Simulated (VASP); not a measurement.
Runs of VASP 6.6.1 on BN. The structure is that of space group F-43m (No. 216), or close to it. The cells are those of the table. 

| task | cell | k mesh | smearing | gap on the mesh (eV) | pressure (GPa) |
| --- | --- | --- | --- | --- | --- |
| relaxation of cell and atoms | relaxed from a = 2.563 Å, angles 60.0°, 2 atoms | 12 × 12 × 12 | gaussian 0.02 eV | 4.45 | 0.1 |
| relaxation of cell and atoms | relaxed from a = 2.556 Å, angles 60.0°, 2 atoms | 8 × 8 × 8 | gaussian 0.1 eV | 4.45 | 0.0 |
| single point | a = 2.556 Å, angles 60.0°, 2 atoms | 8 × 8 × 8 | gaussian 0.1 eV | (a) | 3.0 |
| single point | a = 2.563 Å, angles 60.0°, 2 atoms | 12 × 12 × 12 | gaussian 0.02 eV | 4.45 | 0.0 |
| single point | a = 2.563 Å, angles 60.0°, 2 atoms | 8 × 8 × 8 | gaussian 0.1 eV | 4.45 | 0.1 |

Alike in all rows: level PBE; potentials or basis VASP PAW PBE potentials, release 64 (B, N); no spin polarisation; cutoff (eV) 600.

Fill in the values left out.

(a) 4.46.

Caveats: the relaxation stopped at its first step, so nothing moved (some runs).

A k mesh can miss the band edges.
